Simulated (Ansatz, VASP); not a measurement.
## One calculation of Ca3Si2N, two programs

File INCAR:

```
  PREC = Accurate
  ENCUT = 600
  EDIFF = 1E-6
  ISMEAR = 0
  SIGMA = 0.1
  LREAL = F
  LASPH = T
  NELM = 80
  ALGO = Normal
  ISIF = 3
  LWAVE = F
  LCHARG = F
  GGA = PE
  IBRION = 2
  NSW = 90
  EDIFFG = -0.04
```

Contents of KPOINTS:

```
regular mesh
0
Gamma
  6 6 4
```

POSCAR

```
Ca3Si2N
1.0
    4.8011477431      0.0000000000      0.0000000000
   -2.4005738715      4.1579159128      0.0000000000
    0.0000000000      0.0000000000      6.5293005604
Ca Si N
3 2 1
Direct
    0.0000000000      0.0000000000      0.5000000000
    0.3333333333      0.6666666667      0.0000000000
    0.3333333333      0.6666666667      0.5000000000
    0.6666666667      0.3333333333      0.3152576923
    0.6666666667      0.3333333333      0.6847423077
    0.0000000000      0.0000000000      0.0000000000
```

Input for Ansatz:

```yaml
crystal:
  lattice:
    - [4.8011477431, 0.0, 0.0]
    - [-2.4005738715, 4.1579159128, 0.0]
    - [0.0, 0.0, 6.5293005604]
  atoms:
    - { symbol: Ca, position: [0.0, 0.0, 0.5] }
    - { symbol: Ca, position: [0.3333333333, 0.6666666667, 0.0] }
    - { symbol: Ca, position: [0.3333333333, 0.6666666667, 0.5] }
    - { symbol: Si, position: [0.6666666667, 0.3333333333, 0.3152576923] }
    - { symbol: Si, position: [0.6666666667, 0.3333333333, 0.6847423077] }
    - { symbol: "N", position: [0.0, 0.0, 0.0] }
basis:
  ecutwfc: 420
kpoints:
  mp_grid: { grid: [6, 6, 4] }
hamiltonian:
  xc: pbe
scf:
  occupations: { method: gaussian, width: 0.1 }
  lower_state_search: "off"
output:
  forces: true
  stress: true
  eigenvalues: true
relax:
  adjacent_minimum: "off"
  f_tol: 0.04
  max_steps: 70
  cell: { stress_tol: 0.4 }
```

Change from the starting cell: species swapped into the La2Al3Ge type (P-6m2, No. 187).

Alike in both runs: task relaxation of cell and atoms; functional PBE; k mesh 6 × 6 × 4; occupations gaussian, width 0.1 eV; no spin polarisation.

```csv
,VASP,Ansatz
version,VASP 6.6.1,Ansatz 0.2.0
potentials or method,"VASP PAW PBE potentials, release 64 (Ca_sv, Si, N), cutoff 600 eV","scalar-relativistic, plane waves, PAW"
valence electrons in the cell,43,43
```

Ansatz gave:

* gap on the k mesh at the Fermi level, each at its own relaxed structure (eV): none
* relaxed volume (Å³/atom): 21.54
* relaxed length of the cell vector where the two differ most in proportion (Å): 6.457

What did VASP give for the same quantities?

gap on the k mesh at the Fermi level, each at its own relaxed structure (eV): none; relaxed volume (Å³/atom): 21.75; relaxed length of the cell vector where the two differ most in proportion (Å): 6.487.

A gap of «none» marks a metal or a gap that the smearing closes.
